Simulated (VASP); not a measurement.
# PbO (P4/nmm) in VASP: relaxation of cell and atoms with PBEsol

Aim: the relaxation of cell and atoms of PbO with PBEsol.

All numbers are computed with VASP 6.6.1; they aren't measurements. Logs are shortened: lines on timing, memory, paths and dates and some standing lists are left out, and cuts for length are marked.

## (1) The cell of the first run

The structure is tetragonal, space group P4/nmm (No. 129). The conventional cell has a = 3.889 Å, b = 3.889 Å, c = 4.858 Å, α = 90.00°, β = 90.00°, γ = 90.00°. Pb (site symmetry 4mm) has 4 O at 2.27 Å within 3.0 Å. Within 3.0 Å of O (site symmetry -4m2) lie 4 Pb at 2.27 Å and 4 O at 2.75 Å.

## (2) Relaxation of cell and atoms, PBEsol

Contents of INCAR:

```
SYSTEM = PbO
PREC = Accurate
ENCUT = 1340
EDIFF = 1E-7
ISMEAR = 0
SIGMA = 0.1
LREAL = .False.
LASPH = .True.
NELM = 120
ALGO = Normal
ISIF = 3
LWAVE = .False.
LCHARG = .False.
GGA = PS
IBRION = 2
NSW = 80
EDIFFG = -0.05
GGA_COMPAT = .False.
NELMIN = 4
```

Contents of KPOINTS:

```
regular mesh
0
Gamma
  6 6 4
  0 0 0
```

Contents of POSCAR:

```
PbO
1.0
    3.8886342860      0.0000000000      0.0000000000
    0.0000000000      3.8886342860      0.0000000000
    0.0000000000      0.0000000000      4.8575372666
Pb O
2 2
Direct
    0.0000000000      0.5000000000      0.2423994224
    0.5000000000      0.0000000000      0.7576005776
    0.5000000000      0.5000000000      0.0000000000
    0.0000000000      0.0000000000      0.0000000000
```

Potentials or basis: VASP PAW PBE potentials, release 64 (Pb_d, O_h).

Command:

```
$ cat potpaw_PBE.64/Pb_d/POTCAR potpaw_PBE.64/O_h/POTCAR > POTCAR
$ mpirun -np 1 vasp_std > vasp.out
```

OUTCAR:

```text
SYSTEM = PbO
   PREC = Accurate
   ENCUT = 1340
   EDIFF = 1E-7
   ISMEAR = 0
   LREAL = .False.
   LASPH = .True.
   NELM = 120
   ISIF = 3
   GGA = PS
   IBRION = 2
   NSW = 80
   EDIFFG = -0.05
   NELMIN = 4

 ion  position               nearest neighbor table
   1  0.000  0.500  0.242-   3 2.27   4 2.27   4 2.27   3 2.27   2 3.62   2 3.62   2 3.62   2 3.62
                             2 3.72   2 3.72   2 3.72   2 3.72
   2  0.500  0.000  0.758-   3 2.27   4 2.27   3 2.27   4 2.27   1 3.62   1 3.62   1 3.62   1 3.62
                             1 3.72   1 3.72   1 3.72   1 3.72
   3  0.500  0.500  0.000-   1 2.27   2 2.27   2 2.27   1 2.27
   4  0.000  0.000  0.000-   1 2.27   2 2.27   1 2.27   2 2.27

  LATTYP: Found a simple tetragonal cell.
 ALAT       =     3.8886342860
 C/A-ratio  =     1.2491627932

  Lattice vectors:

 A1 = (   3.8886342860,   0.0000000000,   0.0000000000)
 A2 = (   0.0000000000,   3.8886342860,   0.0000000000)
 A3 = (   0.0000000000,   0.0000000000,   4.8575372666)

Analysis of symmetry for initial positions (statically):
=====================================================================
 Subroutine PRICEL returns:
 Original cell was already a primitive cell.

 Routine SETGRP: Setting up the symmetry group for a
 simple tetragonal supercell.

 Subroutine GETGRP returns: Found 16 space group operations
 (whereof  8 operations were pure point group operations)
 out of a pool of 16 trial point group operations.

The static configuration has the point symmetry D_2d.
 The point group associated with its full space group is D_4h.

Analysis of symmetry for dynamics (positions and initial velocities):
=====================================================================
 Subroutine PRICEL returns:
 Original cell was already a primitive cell.

 Routine SETGRP: Setting up the symmetry group for a
 simple tetragonal supercell.

 Subroutine GETGRP returns: Found 16 space group operations
 (whereof  8 operations were pure point group operations)
 out of a pool of 16 trial point group operations.

The dynamic configuration has the point symmetry D_2d.
 The point group associated with its full space group is D_4h.

 Subroutine INISYM returns: Found 16 space group operations
 (whereof  8 operations are pure point group operations),
 and found     1 'primitive' translations

----------------------------------------------------------------------------------------

                                     Primitive cell

  volume of cell :      73.4531

  direct lattice vectors                    reciprocal lattice vectors
     3.888634286  0.000000000  0.000000000     0.257159693  0.000000000  0.000000000
     0.000000000  3.888634286  0.000000000     0.000000000  0.257159693  0.000000000
     0.000000000  0.000000000  4.857537267     0.000000000  0.000000000  0.205865636

  length of vectors
     3.888634286  3.888634286  4.857537267     0.257159693  0.257159693  0.205865636

  position of ions in fractional coordinates (direct lattice)
     0.000000000  0.500000000  0.242399422
     0.500000000  0.000000000  0.757600578
     0.500000000  0.500000000  0.000000000
     0.000000000  0.000000000  0.000000000

  ion indices of the primitive-cell ions
   primitive index   ion index
                 1           1
                 2           2
                 3           3
                 4           4

----------------------------------------------------------------------------------------

 KPOINTS: regular mesh

Automatic generation of k-mesh.
 Grid dimensions read from file:
 generate k-points for:    6    6    4

 Generating k-lattice:

  Cartesian coordinates                     Fractional coordinates (reciprocal lattice)
     0.042859949  0.000000000  0.000000000     0.166666667  0.000000000  0.000000000
     0.000000000  0.042859949  0.000000000     0.000000000  0.166666667  0.000000000
     0.000000000  0.000000000  0.051466409     0.000000000  0.000000000  0.250000000

  Length of vectors
     0.042859949  0.042859949  0.051466409

  Shift w.r.t. Gamma in fractional coordinates (k-lattice)
     0.000000000  0.000000000  0.000000000

 Subroutine IBZKPT returns following result:
 ===========================================

 Found     30 irreducible k-points:

 Following reciprocal coordinates:
            Coordinates               Weight
  0.000000  0.000000  0.000000      1.000000
  0.166667  0.000000  0.000000      4.000000
  0.333333  0.000000  0.000000      4.000000
  0.500000  0.000000  0.000000      2.000000
  0.166667  0.166667  0.000000      4.000000
  0.333333  0.166667  0.000000      8.000000
[... 16 lines left out ...]
  0.333333  0.000000  0.500000      4.000000
  0.500000  0.000000  0.500000      2.000000
 [... further k-points ...]
   k-points           NKPTS =     30   k-points in BZ     NKDIM =     30   number of bands    NBANDS=     24
   number of dos      NEDOS =    301   number of ions     NIONS =      4
   total plane-waves  NPLWV = 138240
   dimension x,y,z NGX =    48 NGY =   48 NGZ =   60
   dimension x,y,z NGXF=    96 NGYF=   96 NGZF=  120
   ions per type =               2   2
   NGX,Y,Z   is equivalent  to a cutoff of  20.52, 20.52, 20.53 a.u.
   NGXF,Y,Z  is equivalent  to a cutoff of  41.04, 41.04, 41.07 a.u.
 SYSTEM =  PbO
   PREC   = accura    normal or accurate (medium, high low for compatibility)
   ISTART =      0    job   : 0-new  1-cont  2-samecut
   ICHARG =      2    charge: 1-file 2-atom 10-const
   ISPIN  =      1    spin polarized calculation?
   LNONCOLLINEAR =      F non collinear calculations
   LSORBIT =      F    spin-orbit coupling
   LASPH  =      T    aspherical Exc in radial PAW
   ENCUT  = 1340.0 eV  98.49 Ry    9.92 a.u.  11.61 11.61 14.50*2*pi/ulx,y,z
   NELM   =    120;   NELMIN=  4; NELMDL= -5     # of ELM steps
   EDIFF  = 0.1E-06   stopping-criterion for ELM
   LREAL  =      F    real-space projection
   EDIFFG = -.5E-01   stopping-criterion for IOM
   NSW    =     80    number of steps for IOM
   IBRION =      2    ionic relax: 0-MD 1-quasi-New 2-CG
   NFREE  =      1    steps in history (QN), initial steepest desc. (CG)
   ISIF   =      3    stress and relaxation
   ISYM   =      2    0-nonsym 1-usesym 2-fastsym
   POTIM  = 0.5000    time-step for ionic-motion
   TEBEG  =    0.0;   TEEND  =   0.0 temperature during run
   PSTRESS=    0.0 pullay stress
   NELECT =      40.0000    total number of electrons
   NUPDOWN=      -1.0000    fix difference up-down
   EMIN   =  10.00;   EMAX   =-10.00  energy-range for DOS
   EFERMI =   0.00;   METHOD = LEGACY
   ISMEAR =     0;   SIGMA  =   0.10  broadening in eV -4-tet -1-fermi 0-gaus
   EFERMI_NEDOS =   21; number of points for ismear=-14 and -15
   IALGO  =     38    algorithm
   IMIX   =      4    mixing-type and parameters
     AMIX     =   0.40;   BMIX     =  1.00
     AMIX_MAG =   1.60;   BMIX_MAG =  1.00
  volume/ion in A,a.u.               =      18.36       123.92
  Fermi-wavevector in a.u.,A,eV,Ry     =   1.336877  2.526331 24.316870  1.787240
  Thomas-Fermi vector in A             =   2.465469
   LORBIT       =      0    0 simple, 1 ext, 2 COOP (PROOUT), +10 PAW based schemes
   GGA     = PS    functional components
   LHFCALC =     F    Hartree Fock is set to
   AEXX    =    0.0000 exact exchange contribution
   IVDW    =     0    specifies the selected vdW correction
   LEPSILON=     F    determine dielectric tensor
   LRPA    =     F    only Hartree local field effects (RPA)
 conjugate gradient relaxation of ions
 non-spin polarized calculation
 Gauss-broadening in eV      SIGMA  =   0.10
  energy-cutoff  :     1340.00
  volume of cell :       73.45
 maximum number of plane-waves:      8223
 NGX is ok and might be reduce to    48
   NGX = 23   NGY = 23   NGZ = 29

--------------------------------------- Ionic step        1  -------------------------------------------

 number of electron      40.0000003 magnetization

 Free energy of the ion-electron system (eV)
  ---------------------------------------------------
  ext. energy  EPLUGINS =         0.00000000
  ---------------------------------------------------
  free energy    TOTEN  =       -22.78338397 eV

  energy without entropy =      -22.78338397  energy(sigma->0) =      -22.78338397

------------------------ aborting loop because EDIFF is reached ----------------------------------------

  FORCE on cell =-STRESS in cart. coord.  units (eV):
  Direction    XX          YY          ZZ          XY          YZ          ZX
  --------------------------------------------------------------------------------------
  -------------------------------------------------------------------------------------
  Total        3.1846732      3.1846732      2.3546256      0.0000000      0.0000000      0.0000000
  in kB       69.4648519     69.4648519     51.3596546      0.0000000      0.0000000      0.0000000
  external PRESSURE =      63.4297861 kB  Pullay stress =       0.0000000 kB
[... 137 lines left out ...]
  energy  without entropy=      -22.8737667395  energy(sigma->0) =      -22.87376674

--------------------------------------- Ionic step        5  -------------------------------------------

 number of electron      40.0000001 magnetization

 Free energy of the ion-electron system (eV)
  ---------------------------------------------------
  ext. energy  EPLUGINS =         0.00000000
  ---------------------------------------------------
  free energy    TOTEN  =       -22.87724713 eV

  energy without entropy =      -22.87724713  energy(sigma->0) =      -22.87724713

 E-fermi :   5.6677     XC(G=0): -10.1527

 val. band max:        5.1926646100   @ k =   0.1667   0.0000   0.0000
 cond. band min:       6.3340434984   @ k =   0.5000   0.5000   0.0000
 fundamental gap:      1.1413788884
 Fermi energy:         5.6676824438

 k-point     1 :       0.0000    0.0000    0.0000
  band No.  band energies     occupation
      1     -13.0313      2.00000
      2     -12.5089      2.00000
      3     -10.7020      2.00000
      4     -10.7020      2.00000
      5     -10.6406      2.00000
      6     -10.6046      2.00000
[... 637 lines left out ...]
     23      11.4245      0.00000
     24      11.4245      0.00000

 [... further k-points ...]

------------------------ aborting loop because EDIFF is reached ----------------------------------------

  FORCE on cell =-STRESS in cart. coord.  units (eV):
  Direction    XX          YY          ZZ          XY          YZ          ZX
  --------------------------------------------------------------------------------------
  -------------------------------------------------------------------------------------
  Total       -0.0737670     -0.0737670      0.1575648      0.0000000      0.0000000      0.0000000
  in kB       -1.5029839     -1.5029839      3.2103437      0.0000000      0.0000000      0.0000000
  external PRESSURE =       0.0681253 kB  Pullay stress =       0.0000000 kB
[... 19 lines left out ...]
  FREE ENERGIE OF THE ION-ELECTRON SYSTEM (eV)
  ---------------------------------------------------
  free  energy   TOTEN  =       -22.8772471283 eV

  energy  without entropy=      -22.8772471283  energy(sigma->0) =      -22.87724713

 reached required accuracy - stopping structural energy minimisation
```

Wall time 15 min (1 thread of Intel Xeon Platinum 8375C at 2.90GHz (Ice Lake), shared host); peak memory 0.51 GiB.

What came out:

| Property | Result |
| --- | --- |
| Free energy | -22.8772 eV |
| Relaxed volume | 19.66 Å³/atom |
| Relaxed cell | a = 4.003 Å, b = 4.003 Å, c = 4.908 Å, α = 90.00°, β = 90.00°, γ = 90.00° |
| Space group after relaxing (to 0.1 Å) | P4/nmm (No. 129) |
| Energy gained by relaxing | 23.5 meV/atom |
| Ionic steps | 5 |
| Pressure after relaxing | 0.0 GPa |
| Largest force after relaxing | 0.043 eV/Å |
| Band gap on the k mesh | 1.14 eV (least direct gap 2.13 eV) |

Forces in eV/Å, atoms in the order of the input:
```
Pb   0.000  0.000 -0.043
Pb   0.000  0.000  0.043
O    0.000  0.000  0.000
O    0.000  0.000  0.000
```

Step by step:
```
step  energy change (eV)  largest force (eV/Å)  pressure (GPa)  volume (Å³)
   1              0.0000                0.6790            6.34        73.45
   2              0.0024                1.1610           -4.64        81.45
   3             -0.0821                0.3065            0.29        77.24
   4             -0.0904                0.1827            0.14        77.87
   5             -0.0939                0.0432            0.01        78.64
```

Final structure:
```
Pb O
1.0
     4.00265    0.00000    0.00000
     0.00000    4.00265    0.00000
     0.00000    0.00000    4.90821
Pb O
2 2
Direct
  0.00000 0.50000 0.24035
  0.50000 0.00000 0.75965
  0.50000 0.50000 0.00000
  0.00000 0.00000 0.00000
```

Caveat: the PAW data sets were made with another functional, which shifts forces and pressure a little; spin-orbit coupling is left out, which moves the levels of the heavy elements; the relaxation stopped at a loose force limit of 0.05 eV/Å, so its end isn't a converged minimum. A k mesh can miss the band edges.
